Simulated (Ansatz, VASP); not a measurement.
## One calculation of Zr3S2, two programs

Contents of INCAR:

```
ALGO = Fast ; EDIFF = 1E-7
EDIFFG = -0.01 ; ENCUT = 600
GGA = PE ; IBRION = 2
ISIF = 3 ; ISMEAR = 0
LASPH = True ; LCHARG = False
LREAL = False ; LWAVE = False
NELM = 100 ; NSW = 100
PREC = Accurate ; SIGMA = 0.1
```

KPOINTS

```
k-points
0
Gamma
  12 12 12
```

File POSCAR:

```
Zr3S2
1.0
    2.9025380600      1.6757811300      3.4877731800
   -2.9025380600      1.6757811300      3.4877731800
    0.0000000000     -3.3515622600      3.4877731800
Zr S
3 2
Direct
    0.1612730000      0.8387270000      0.5000000000
    0.5000000000      0.1612730000      0.8387270000
    0.8387270000      0.5000000000      0.1612730000
    0.3349770000      0.3349770000      0.3349770000
    0.6650230000      0.6650230000      0.6650230000
```

Input for Ansatz:

```yaml
crystal:
  lattice:
    - [2.90253806, 1.67578113, 3.48777318]
    - [-2.90253806, 1.67578113, 3.48777318]
    - [0.0, -3.35156226, 3.48777318]
  atoms:
    - { symbol: Zr, position: [0.161273, 0.838727, 0.5] }
    - { symbol: Zr, position: [0.5, 0.161273, 0.838727] }
    - { symbol: Zr, position: [0.838727, 0.5, 0.161273] }
    - { symbol: S, position: [0.334977, 0.334977, 0.334977] }
    - { symbol: S, position: [0.665023, 0.665023, 0.665023] }
basis:
  ecutwfc: 420
kpoints:
  mp_grid: { grid: [12, 12, 12] }
hamiltonian:
  xc: pbe
scf:
  occupations: { method: gaussian, width: 0.1 }
output:
  forces: true
  stress: true
  eigenvalues: true
  write_density: true
  write_potential: true
  elf: true
  volumetric_format: npy
relax:
  adjacent_minimum: "off"
  f_tol: 0.01
  max_steps: 80
  cell: { stress_tol: 0.05 }
```

Alike in both runs: task relaxation of cell and atoms; functional PBE; k mesh 12 × 12 × 12; occupations gaussian, width 0.1 eV; no spin polarisation.

|  | VASP | Ansatz |
| --- | --- | --- |
| version | VASP 6.6.1 | Ansatz 0.2.0 |
| potentials or method | VASP PAW PBE potentials, release 64 (Zr_sv, S), cutoff 600 eV | scalar-relativistic, plane waves, PAW |
| valence electrons in the cell | 48 | 48 |

```tsv
	VASP	Ansatz	Ansatz less VASP
gap on the k mesh at the Fermi level, each at its own relaxed structure (eV)	none	none	-
relaxed volume (Å³/atom)	20.22	20.21	-0.005
relaxed cell length with the largest relative difference (Å)	4.827	4.826	-0.0009
```

A gap of «none» marks a metal or a gap that the smearing closes.
